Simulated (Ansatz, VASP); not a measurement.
Bi: VASP beside Ansatz

```
Bi
1.0
     3.23838    0.00000    0.00000
     0.00000    3.22164    0.00000
    -0.08045    0.00000    6.44389
Bi
2
Direct
  0.55534 0.00070 0.75028
  0.45838 0.01271 0.24141
```

Change from the starting cell: atoms moved at random, drawn with an rms of 0.05 Å.

Alike in both runs: task single point; functional PBE; k mesh 8 × 8 × 4; occupations fermi-dirac, width 0.05 eV; no spin polarisation.

|  | VASP | Ansatz |
| --- | --- | --- |
| version | VASP 6.6.1 | Ansatz 0.2.0 |
| potentials or method | VASP PAW PBE potentials, release 64 (Bi_d), cutoff 520 eV | all-electron LAPW, scalar-relativistic |

VASP gave:

* gap on the k mesh at the Fermi level (eV): none
* pressure (GPa): 2.1
* traceless stress, the component that is largest in VASP (GPa): 0.58
* rms of the force components (eV/Å): 0.037

Question: Which values does Ansatz return?

Answer: gap on the k mesh at the Fermi level (eV): none; pressure (GPa): 2.2; traceless stress, the component that is largest in VASP (GPa): 0.58; rms of the force components (eV/Å): 0.036.

Atom by atom the forces differ by 0.000 eV/Å (rms over components). A gap of «none» marks a metal or a gap that the smearing closes. Ansatz ran all-electron here, and VASP with PAW potentials.

Neither program's run includes spin-orbit coupling.
